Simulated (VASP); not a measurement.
# SiO2 (P4_2/mnm) in VASP: single point with r2SCAN

Aim: the single point of SiO2 with r2SCAN.

All numbers are computed with VASP 6.6.1; they aren't measurements. Logs are shortened: lines on timing, memory, paths and dates and some standing lists are left out, and cuts for length are marked.

## Step 1: The cell of the first run

The structure is tetragonal, space group P4_2/mnm (No. 136). Conventional cell: a = 4.246 Å, b = 4.246 Å, c = 2.707 Å, α = 90.00°, β = 90.00°, γ = 90.00°. Si (site symmetry mmm) has 6 O at 1.78 to 1.84 Å within 2.4 Å. O (site symmetry m2m) has 3 Si at 1.78 to 1.84 Å and 1 O at 2.33 Å within 2.4 Å.

## Step 2: Single point, r2SCAN

The input, POSCAR:

```
SiO2
1.0
    4.2458863500      0.0000000000      0.0000000000
    0.0000000000      4.2458863500      0.0000000000
    0.0000000000      0.0000000000      2.7074481500
Si O
2 4
Direct
    0.0000000000      0.0000000000      0.0000000000
    0.5000000000      0.5000000000      0.5000000000
    0.3063000000      0.3063000000      0.0000000000
    0.1937000000      0.8063000000      0.5000000000
    0.6937000000      0.6937000000      0.0000000000
    0.8063000000      0.1937000000      0.5000000000
```

The input, INCAR.step1:

```
SYSTEM = SiO2
PREC = Accurate
ENCUT = 520
ISMEAR = -1
SIGMA = 0.0185
LREAL = .False.
LASPH = .True.
NELM = 60
NBANDS = 25
GGA = PE
ALGO = Normal
EDIFF = 1E-4
LWAVE = .True.
LCHARG = .False.
```

The input, INCAR.step2:

```
SYSTEM = SiO2
PREC = Accurate
ENCUT = 520
EDIFF = 1E-7
ISMEAR = -1
SIGMA = 0.0185
LREAL = .False.
LASPH = .True.
NELM = 60
ALGO = Normal
ISIF = 2
LWAVE = .False.
LCHARG = .True.
METAGGA = R2SCAN
LMIXTAU = .True.
LELF = .True.
LVHAR = .True.
NBANDS = 25
ISTART = 1
```

The input, KPOINTS:

```
regular mesh
0
Gamma
  6 6 9
  0 0 0
```

Potentials or basis: VASP PAW PBE potentials, release 64 (Si, O).

Launch:

```console
> cat potpaw_PBE.64/Si/POTCAR potpaw_PBE.64/O/POTCAR > POTCAR
> cp INCAR.step1 INCAR
> mpirun -np 1 vasp_std > vasp.out
> cp INCAR.step2 INCAR
> mpirun -np 1 vasp_std > vasp.out
```

OUTCAR:

```text
SYSTEM = SiO2
   PREC = Accurate
   ENCUT = 520
   EDIFF = 1E-7
   ISMEAR = -1
   LREAL = .False.
   LASPH = .True.
   NELM = 60
   ISIF = 2
   METAGGA = R2SCAN
   ISTART = 1

 ion  position               nearest neighbor table
   1  0.000  0.000  0.000-   4 1.78   6 1.78   4 1.78   6 1.78   5 1.84   3 1.84
   2  0.500  0.500  0.500-   3 1.78   5 1.78   3 1.78   5 1.78   4 1.84   6 1.84
   3  0.306  0.306  0.000-   2 1.78   2 1.78   1 1.84
   4  0.194  0.806  0.500-   1 1.78   1 1.78   2 1.84
   5  0.694  0.694  0.000-   2 1.78   2 1.78   1 1.84
   6  0.806  0.194  0.500-   1 1.78   1 1.78   2 1.84

  LATTYP: Found a simple tetragonal cell.
 ALAT       =     4.2458863500
 C/A-ratio  =     0.6376638296

  Lattice vectors:

 A1 = (   4.2458863500,   0.0000000000,   0.0000000000)
 A2 = (   0.0000000000,   4.2458863500,   0.0000000000)
 A3 = (   0.0000000000,   0.0000000000,   2.7074481500)

Analysis of symmetry for initial positions (statically):
=====================================================================
 Subroutine PRICEL returns:
 Original cell was already a primitive cell.

 Routine SETGRP: Setting up the symmetry group for a
 simple tetragonal supercell.

 Subroutine GETGRP returns: Found 16 space group operations
 (whereof  8 operations were pure point group operations)
 out of a pool of 16 trial point group operations.

The static configuration has the point symmetry D_2h.
 The point group associated with its full space group is D_4h.

Analysis of symmetry for dynamics (positions and initial velocities):
=====================================================================
 Subroutine PRICEL returns:
 Original cell was already a primitive cell.

 Routine SETGRP: Setting up the symmetry group for a
 simple tetragonal supercell.

 Subroutine GETGRP returns: Found 16 space group operations
 (whereof  8 operations were pure point group operations)
 out of a pool of 16 trial point group operations.

The dynamic configuration has the point symmetry D_2h.
 The point group associated with its full space group is D_4h.

 Subroutine INISYM returns: Found 16 space group operations
 (whereof  8 operations are pure point group operations),
 and found     1 'primitive' translations

----------------------------------------------------------------------------------------

                                     Primitive cell

  volume of cell :      48.8087

  direct lattice vectors                    reciprocal lattice vectors
     4.245886350  0.000000000  0.000000000     0.235522084  0.000000000  0.000000000
     0.000000000  4.245886350  0.000000000     0.000000000  0.235522084  0.000000000
     0.000000000  0.000000000  2.707448150     0.000000000  0.000000000  0.369351487

  length of vectors
     4.245886350  4.245886350  2.707448150     0.235522084  0.235522084  0.369351487

  position of ions in fractional coordinates (direct lattice)
     0.000000000  0.000000000  0.000000000
     0.500000000  0.500000000  0.500000000
     0.306300000  0.306300000  0.000000000
     0.193700000  0.806300000  0.500000000
     0.693700000  0.693700000  0.000000000
     0.806300000  0.193700000  0.500000000

  ion indices of the primitive-cell ions
   primitive index   ion index
                 1           1
                 2           2
                 3           3
                 4           4
                 5           5
                 6           6

----------------------------------------------------------------------------------------

 KPOINTS: regular mesh

Automatic generation of k-mesh.
 Grid dimensions read from file:
 generate k-points for:    6    6    9

 Generating k-lattice:

  Cartesian coordinates                     Fractional coordinates (reciprocal lattice)
     0.039253681  0.000000000  0.000000000     0.166666667  0.000000000  0.000000000
     0.000000000  0.039253681  0.000000000     0.000000000  0.166666667  0.000000000
     0.000000000  0.000000000  0.041039054     0.000000000  0.000000000  0.111111111

  Length of vectors
     0.039253681  0.039253681  0.041039054

  Shift w.r.t. Gamma in fractional coordinates (k-lattice)
     0.000000000  0.000000000  0.000000000

 Subroutine IBZKPT returns following result:
 ===========================================

 Found     50 irreducible k-points:

 Following reciprocal coordinates:
            Coordinates               Weight
  0.000000  0.000000  0.000000      1.000000
  0.166667  0.000000  0.000000      4.000000
  0.333333  0.000000  0.000000      4.000000
  0.500000  0.000000  0.000000      2.000000
  0.166667  0.166667  0.000000      4.000000
  0.333333  0.166667  0.000000      8.000000
[... 16 lines left out ...]
  0.333333  0.000000  0.222222      8.000000
  0.500000  0.000000  0.222222      4.000000
 [... further k-points ...]
   k-points           NKPTS =     50   k-points in BZ     NKDIM =     50   number of bands    NBANDS=     25
   number of dos      NEDOS =    301   number of ions     NIONS =      6
   total plane-waves  NPLWV =  20480
   dimension x,y,z NGX =    32 NGY =   32 NGZ =   20
   dimension x,y,z NGXF=    64 NGYF=   64 NGZF=   40
   ions per type =               2   4
   NGX,Y,Z   is equivalent  to a cutoff of  12.53, 12.53, 12.28 a.u.
   NGXF,Y,Z  is equivalent  to a cutoff of  25.06, 25.06, 24.56 a.u.
 SYSTEM =  SiO2
   PREC   = accura    normal or accurate (medium, high low for compatibility)
   ISTART =      1    job   : 0-new  1-cont  2-samecut
   ICHARG =      0    charge: 1-file 2-atom 10-const
   ISPIN  =      1    spin polarized calculation?
   LNONCOLLINEAR =      F non collinear calculations
   LSORBIT =      F    spin-orbit coupling
   LASPH  =      T    aspherical Exc in radial PAW
   ENCUT  =  520.0 eV  38.22 Ry    6.18 a.u.   7.89  7.89  5.03*2*pi/ulx,y,z
   NELM   =     60;   NELMIN=  2; NELMDL=  0     # of ELM steps
   EDIFF  = 0.1E-06   stopping-criterion for ELM
   LREAL  =      F    real-space projection
   EDIFFG = 0.1E-05   stopping-criterion for IOM
   NSW    =      0    number of steps for IOM
   IBRION =     -1    ionic relax: 0-MD 1-quasi-New 2-CG
   NFREE  =      0    steps in history (QN), initial steepest desc. (CG)
   ISIF   =      2    stress and relaxation
   ISYM   =      2    0-nonsym 1-usesym 2-fastsym
   POTIM  = 0.5000    time-step for ionic-motion
   TEBEG  =    0.0;   TEEND  =   0.0 temperature during run
   PSTRESS=    0.0 pullay stress
   NELECT =      32.0000    total number of electrons
   NUPDOWN=      -1.0000    fix difference up-down
   EMIN   =  10.00;   EMAX   =-10.00  energy-range for DOS
   EFERMI =   0.00;   METHOD = LEGACY
   ISMEAR =    -1;   SIGMA  =   0.02  broadening in eV -4-tet -1-fermi 0-gaus
   EFERMI_NEDOS =   21; number of points for ismear=-14 and -15
   IALGO  =     38    algorithm
   IMIX   =      4    mixing-type and parameters
     AMIX     =   0.40;   BMIX     =  1.00
     AMIX_MAG =   1.60;   BMIX_MAG =  1.00
  volume/ion in A,a.u.               =       8.13        54.90
  Fermi-wavevector in a.u.,A,eV,Ry     =   1.422195  2.687559 27.519675  2.022639
  Thomas-Fermi vector in A             =   2.542925
   LORBIT       =      0    0 simple, 1 ext, 2 COOP (PROOUT), +10 PAW based schemes
   METAGGA = R2SCAN    functional components
   LHFCALC =     F    Hartree Fock is set to
   AEXX    =    0.0000 exact exchange contribution
   IVDW    =     0    specifies the selected vdW correction
   LEPSILON=     F    determine dielectric tensor
   LRPA    =     F    only Hartree local field effects (RPA)
 non-spin polarized calculation
  energy-cutoff  :      520.00
  volume of cell :       48.81
 maximum number of plane-waves:      1334
 NGX is ok and might be reduce to    32
   NGX = 15   NGY = 15   NGZ = 11

 number of electron      31.9999999 magnetization

 Free energy of the ion-electron system (eV)
  ---------------------------------------------------
  ext. energy  EPLUGINS =         0.00000000
  ---------------------------------------------------
  free energy    TOTEN  =       -58.70750020 eV

  energy without entropy =      -58.70750020  energy(sigma->0) =      -58.70750020

 E-fermi :   7.5766     XC(G=0): -12.6354

 val. band max:        7.2023373873   @ k =   0.0000   0.0000   0.0000
 cond. band min:      12.9305107460   @ k =   0.0000   0.0000   0.0000
 fundamental gap:      5.7281733587
 Fermi energy:         7.5765623584

 k-point     1 :       0.0000    0.0000    0.0000
  band No.  band energies     occupation
      1     -15.8777      2.00000
      2     -12.5091      2.00000
      3     -12.5091      2.00000
      4     -12.2765      2.00000
      5      -3.5482      2.00000
      6       0.9471      2.00000
[... 17 lines left out ...]
     24      22.0788      0.00000
     25      23.7557      0.00000

 k-point     2 :       0.1667    0.0000    0.0000
  band No.  band energies     occupation
      1     -15.7390      2.00000
      2     -13.0970      2.00000
      3     -12.4425      2.00000
      4     -11.9743      2.00000
      5      -3.3369      2.00000
      6       0.2122      2.00000
[... 17 lines left out ...]
     24      21.5249      0.00000
     25      23.5314      0.00000

 k-point     3 :       0.3333    0.0000    0.0000
  band No.  band energies     occupation
      1     -15.3343      2.00000
      2     -13.9148      2.00000
      3     -12.2641      2.00000
      4     -11.8982      2.00000
      5      -2.7646      2.00000
      6      -0.9039      2.00000
[... 552 lines left out ...]
 k-point    23 :       0.3333    0.0000    0.2222
  band No.  band energies     occupation
      1     -14.7695      2.00000
      2     -13.5047      2.00000
      3     -12.0636      2.00000
      4     -11.8543      2.00000
      5      -2.3710      2.00000
      6      -0.4999      2.00000
[... 17 lines left out ...]
     24      20.9129      0.00000
     25      22.1193      0.00000

 k-point    24 :       0.5000    0.0000    0.2222
  band No.  band energies     occupation
      1     -14.1979      2.00000
      2     -14.1979      2.00000
      3     -11.9266      2.00000
      4     -11.9266      2.00000
      5      -1.4622      2.00000
      6      -1.4622      2.00000
[... 17 lines left out ...]
     24      20.7731      0.00000
     25      21.9448      0.00000

 [... further k-points ...]

------------------------ aborting loop because EDIFF is reached ----------------------------------------

  FORCE on cell =-STRESS in cart. coord.  units (eV):
  Direction    XX          YY          ZZ          XY          YZ          ZX
  --------------------------------------------------------------------------------------
  -------------------------------------------------------------------------------------
  Total       -3.6945276     -3.6945276     -4.3872543      0.0000000      0.0000000      0.0000000
  in kB     -121.2753727   -121.2753727   -144.0145980      0.0000000      0.0000000      0.0000000
  external PRESSURE =    -128.8551144 kB  Pullay stress =       0.0000000 kB

 VOLUME and BASIS-vectors are now :
 -----------------------------------------------------------------------------
  energy-cutoff  :      520.00
  volume of cell :       48.81
      direct lattice vectors                 reciprocal lattice vectors
     4.245886350  0.000000000  0.000000000     0.235522084  0.000000000  0.000000000
     0.000000000  4.245886350  0.000000000     0.000000000  0.235522084  0.000000000
     0.000000000  0.000000000  2.707448150     0.000000000  0.000000000  0.369351487

 POSITION                                       TOTAL-FORCE (eV/Angst)
 -----------------------------------------------------------------------------------
      0.00000      0.00000      0.00000         0.000000      0.000000      0.000000
      2.12294      2.12294      1.35372         0.000000      0.000000      0.000000
      1.30051      1.30051      0.00000         0.164619      0.164619      0.000000
      0.82243      3.42346      1.35372        -0.164619      0.164619      0.000000
      2.94537      2.94537      0.00000        -0.164619     -0.164619     -0.000000
      3.42346      0.82243      1.35372         0.164619     -0.164619     -0.000000
 -----------------------------------------------------------------------------------
    total drift:                                0.000000      0.000000     -0.000000

  FREE ENERGIE OF THE ION-ELECTRON SYSTEM (eV)
  ---------------------------------------------------
  free  energy   TOTEN  =       -58.7075001992 eV

  energy  without entropy=      -58.7075001992  energy(sigma->0) =      -58.70750020
```

Wall time 2 min (1 thread of Intel Xeon Platinum 8488C (Sapphire Rapids), shared host); peak memory 0.18 GiB.

Results:

```yaml
Free_energy: -58.7075 eV
Pressure: -12.9 GPa
Largest_force: 0.233 eV/Å
Band_gap_on_the_k_mesh: 5.73 eV
```

Forces on the atoms (eV/Å):
```
Si   0.000  0.000  0.000
Si   0.000  0.000  0.000
O    0.165  0.165  0.000
O   -0.165  0.165  0.000
O   -0.165 -0.165  0.000
O    0.165 -0.165  0.000
```

Stress tensor (GPa, compression positive):
```
-12.13   0.00   0.00
  0.00 -12.13   0.00
  0.00   0.00 -14.40
```

Caveat: the cell stands under tension; the PAW data sets were made with another functional, which shifts forces and pressure a little; an odd mesh through Γ misses points on the zone boundary, where band edges can lie.
